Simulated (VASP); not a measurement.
# NiO (Fm-3m) in VASP: further runs, part 3 of 3

VASP 6.6.1. The steps go on from the part before.

### Step 6. Single point, revPBE+D4+U, collinear spin, ferromagnetic start

This run uses another cell than the first one, of 9.48 Å³/atom, 1.013 times its volume.

The input, INCAR:

```
SYSTEM = NiO
  PREC = Accurate
  ENCUT = 600
  EDIFF = 1E-6
  ISMEAR = 0
  SIGMA = 0.05
  LREAL = .False.
  LASPH = .True.
  NELM = 200
  ALGO = Normal
  ISIF = 2
  LWAVE = .False.
  LCHARG = .False.
  ISPIN = 2
  MAGMOM = 1.91 0.21
  LORBIT = 11
  LMAXMIX = 4
  LDAU = .True.
  LDAUTYPE = 2
  LDAUL = 2 -1
  LDAUU = 6.2 0
  LDAUJ = 0 0
  LDAUPRINT = 1
  GGA = RE
  IVDW = 13
  NBANDS = 19
  GGA_COMPAT = .False.
```

The input, KPOINTS:

```
Automatic mesh
0
Gamma
  10 10 10
  0 0 0
```

The input, POSCAR:

```
NiO
1.0
    0.0000000000      2.1164828959      2.1164828959
    2.1164828959      0.0000000000      2.1164828959
    2.1164828959      2.1164828959      0.0000000000
Ni O
1 1
Direct
    0.0000000000      0.0000000000      0.0000000000
    0.5000000000      0.5000000000      0.5000000000
```

Potentials or basis: VASP PAW PBE potentials, release 64 (Ni, O).

Run with:

```console
cat potpaw_PBE.64/Ni/POTCAR potpaw_PBE.64/O/POTCAR > POTCAR
mpirun -np 1 vasp_std > vasp.out
```

OUTCAR:

```text
SYSTEM = NiO
   PREC = Accurate
   ENCUT = 600
   EDIFF = 1E-6
   ISMEAR = 0
   LREAL = .False.
   LASPH = .True.
   NELM = 200
   ISIF = 2
   ISPIN = 2
   LORBIT = 11
   GGA = RE
   IVDW = 13

 ion  position               nearest neighbor table
   1  0.000  0.000  0.000-   2 2.12   2 2.12   2 2.12   2 2.12   2 2.12   2 2.12
   2  0.500  0.500  0.500-   1 2.12   1 2.12   1 2.12   1 2.12   1 2.12   1 2.12

  LATTYP: Found a face centered cubic cell.
 ALAT       =     4.2329657918

  Lattice vectors:

 A1 = (   0.0000000000,   2.1164828959,   2.1164828959)
 A2 = (   2.1164828959,   0.0000000000,   2.1164828959)
 A3 = (   2.1164828959,   2.1164828959,   0.0000000000)

Analysis of symmetry for initial positions (statically):
=====================================================================
 Subroutine PRICEL returns:
 Original cell was already a primitive cell.

 Routine SETGRP: Setting up the symmetry group for a
 face centered cubic supercell.

 Subroutine GETGRP returns: Found 48 space group operations
 (whereof 48 operations were pure point group operations)
 out of a pool of 48 trial point group operations.

The static configuration has the point symmetry O_h .

Analysis of symmetry for dynamics (positions and initial velocities):
=====================================================================
 Subroutine PRICEL returns:
 Original cell was already a primitive cell.

 Routine SETGRP: Setting up the symmetry group for a
 face centered cubic supercell.

 Subroutine GETGRP returns: Found 48 space group operations
 (whereof 48 operations were pure point group operations)
 out of a pool of 48 trial point group operations.

The dynamic configuration has the point symmetry O_h .

Analysis of structural, dynamic, and magnetic symmetry:
=====================================================================
 Subroutine PRICEL returns:
 Original cell was already a primitive cell.

 Routine SETGRP: Setting up the symmetry group for a
[... 179 lines left out ...]
  o =  1.0312  v =  0.0000  0.0000  0.1332 -0.0000  0.9911  0.0000  0.0000  0.0000  0.0000  0.0000      0.0000  0.0000  0.0000  0.0000  0.0000  0.0000  0.0000  0.0000  0.0000  0.0000

 number of electron      16.0000016 magnetization       1.9999931

 Free energy of the ion-electron system (eV)
  ---------------------------------------------------
  ext. energy  EPLUGINS =         0.00000000
  ---------------------------------------------------
  free energy    TOTEN  =        -9.45795687 eV

  energy without entropy =       -9.45795687  energy(sigma->0) =       -9.45795687

 E-fermi :   6.6128     XC(G=0): -12.2674

 val. band max:        6.3705686880   @ k =   0.5000   0.0000   0.0000
 cond. band min:       8.9166365353   @ k =   0.0000   0.0000   0.0000
 fundamental gap:      2.5460678473
 Fermi energy:         6.6127708713

 spin component 1

 k-point     1 :       0.0000    0.0000    0.0000
  band No.  band energies     occupation
      1     -12.1809      1.00000
      2       0.2731      1.00000
      3       0.2732      1.00000
      4       1.3932      1.00000
      5       1.3933      1.00000
      6       1.3933      1.00000
[... 1049 lines left out ...]
     18      39.3251      0.00000
     19      39.3746      0.00000

 [... further k-points ...]

------------------------ aborting loop because EDIFF is reached ----------------------------------------

  DFT-D4 for vdW energy calculation

  Edisp (eV):   -1.29407

  FORCE on cell =-STRESS in cart. coord.  units (eV):
  Direction    XX          YY          ZZ          XY          YZ          ZX
  --------------------------------------------------------------------------------------
  -------------------------------------------------------------------------------------
  Total      -1.07129    -1.07129    -1.07129    -0.00000    -0.00000     0.00000
  in kB     -90.51950   -90.51950   -90.51950    -0.00000    -0.00000     0.00000
  external pressure =      -90.52 kB  Pullay stress =        0.00 kB

 VOLUME and BASIS-vectors are now :
 -----------------------------------------------------------------------------
  energy-cutoff  :      600.00
  volume of cell :       18.96
      direct lattice vectors                 reciprocal lattice vectors
     0.000000000  2.116482896  2.116482896    -0.236240983  0.236240983  0.236240983
     2.116482896  0.000000000  2.116482896     0.236240983 -0.236240983  0.236240983
     2.116482896  2.116482896  0.000000000     0.236240983  0.236240983 -0.236240983

 POSITION                                       TOTAL-FORCE (eV/Angst)
 -----------------------------------------------------------------------------------
      0.00000      0.00000      0.00000        -0.000000     -0.000000     -0.000000
      2.11648      2.11648      2.11648         0.000000      0.000000      0.000000
 -----------------------------------------------------------------------------------
    total drift:                                0.000000     -0.000000     -0.000000

  FREE ENERGIE OF THE ION-ELECTRON SYSTEM (eV)
  ---------------------------------------------------
  free  energy   TOTEN  =       -10.7520238530 eV

  energy  without entropy=      -10.7520238530  energy(sigma->0) =      -10.75202385

 total charge

# of ion       s       p       d       tot
------------------------------------------
    1        0.330   0.393   8.184   8.908
    2        1.548   3.472   0.000   5.021
--------------------------------------------------
tot          1.878   3.866   8.184  13.928

 magnetization (x)

# of ion       s       p       d       tot
------------------------------------------
    1        0.012   0.012   1.807   1.831
    2        0.016   0.145   0.000   0.162
--------------------------------------------------
tot          0.028   0.158   1.807   1.993
```

OSZICAR:

```text
N       E                     dE             d eps       ncg     rms          rms(c)
DAV:   1     0.102212541034E+03    0.10221E+03   -0.78420E+03  3692   0.117E+03
DAV:   2    -0.162738644768E+01   -0.10384E+03   -0.90227E+02  3660   0.258E+02
DAV:   3    -0.879333296141E+01   -0.71659E+01   -0.69693E+01  4078   0.679E+01
DAV:   4    -0.886535221153E+01   -0.72019E-01   -0.71951E-01  3976   0.672E+00
DAV:   5    -0.886612821724E+01   -0.77601E-03   -0.77597E-03  3969   0.692E-01    0.148E+01
DAV:   6    -0.902114569883E+01   -0.15502E+00   -0.13789E+01  3949   0.669E+01    0.184E+01
DAV:   7    -0.908983737982E+01   -0.68692E-01   -0.11522E+00  3910   0.238E+01    0.891E+00
DAV:   8    -0.933134000416E+01   -0.24150E+00   -0.17618E-01  4265   0.457E+00    0.551E+00
DAV:   9    -0.945076010164E+01   -0.11942E+00   -0.65642E-02  4149   0.726E+00    0.503E-01
DAV:  10    -0.945732861703E+01   -0.65685E-02   -0.29521E-02  4452   0.206E+00    0.469E-01
DAV:  11    -0.945746828345E+01   -0.13967E-03   -0.29027E-03  4215   0.949E-01    0.139E-01
DAV:  12    -0.945787100591E+01   -0.40272E-03   -0.27126E-04  3796   0.461E-01    0.517E-02
DAV:  13    -0.945794958227E+01   -0.78576E-04   -0.13442E-04  4634   0.173E-01    0.207E-02
DAV:  14    -0.945795667197E+01   -0.70897E-05   -0.26072E-05  4104   0.482E-02    0.890E-03
DAV:  15    -0.945795687233E+01   -0.20036E-06   -0.83033E-07  2997   0.109E-02
   1 F= -.10752024E+02 E0= -.10752024E+02  d E =-.724198E-14  mag=     2.0000
```

stdout:

```text
POSCAR found type information on POSCAR NiO
 POSCAR found :  2 types and       2 ions
 scaLAPACK will be used
 -----------------------------------------------------------------------------
|                                                                             |
|                                                                             |
|     You enforced a specific xc type in the INCAR file but a different       |
|     I HOPE YOU KNOW WHAT YOU ARE DOING!                                     |
|                                                                             |
 -----------------------------------------------------------------------------

 LDA part: xc-table for (Slater+PW92), standard interpolation
 POSCAR, INCAR and KPOINTS ok, starting setup
 FFT: planning ... GRIDC
 FFT: planning ... GRID_SOFT
 FFT: planning ... GRID
 WAVECAR not read
 entering main loop
```

Run time: 45 s. Hardware: 1 thread of AMD EPYC 9R45 (Zen 5), shared host; peak memory 0.13 GiB.

Results:

```yaml
Free_energy: -10.7520 eV
Pressure: -9.1 GPa
Band_gap_on_the_k_mesh: 2.55 eV, indirect (least direct gap 3.25 eV)
Net_moment: 2.00 μB per cell
Site_moments: Ni +1.83; O +0.16 μB
Valence_electrons_inside_the_program's_atomic_spheres: Ni 8.91; O 5.02
Dispersion_energy_per_atom: -0.647 eV
```

Eigenvalues of the final occupation matrices:
```tsv
site	spin	trace	eigenvalues
site 1 d	1	5.01	0.98 0.98 0.98 1.03 1.03
site 1 d	2	3.20	0.13 0.13 0.98 0.98 0.98
```

Caveat: the PAW data sets were made with another functional, which shifts forces and pressure a little; a cell with one magnetic atom can't hold antiferromagnetic order, which such compounds often take. The state reached can hang on the start; a lower one may exist.

### Step 7. Summary

| level | cell | gap on the mesh (eV) | pressure (GPa) | moment (μB) |
| --- | --- | --- | --- | --- |
| PBE+D3(BJ)+U | a = 2.980 Å, angles 60.0°, 2 atoms | 2.57 | -6.4 | 2.00 |
| PBE+D4+U | a = 2.994 Å, angles 60.0°, 2 atoms | 2.50 | -9.4 | 2.00 |
| PBE+D3(BJ)+U | a = 3.001 Å, angles 60.0°, 2 atoms | 2.46 | -9.9 | 2.00 |
| revPBE+D4+U | a = 2.995 Å, angles 60.0°, 2 atoms | 2.54 | -9.3 | 2.00 |
| revPBE+D4+U | a = 2.993 Å, angles 60.0°, 2 atoms | 2.55 | -9.1 | 2.00 |

Alike in all rows: task single point; potentials or basis VASP PAW PBE potentials, release 64 (Ni, O); spin collinear, ferromagnetic start; Ni d U = 6.2 eV; k mesh 10 × 10 × 10; cutoff (eV) 600; smearing gaussian 0.05 eV.

Caveats: a cell with one magnetic atom can't hold antiferromagnetic order, which such compounds often take; three body term missing (some runs); the PAW data sets were made with another functional, which shifts forces and pressure a little (some runs).

Total energies depend on the potentials used, so only differences within one code and one set of settings carry meaning.
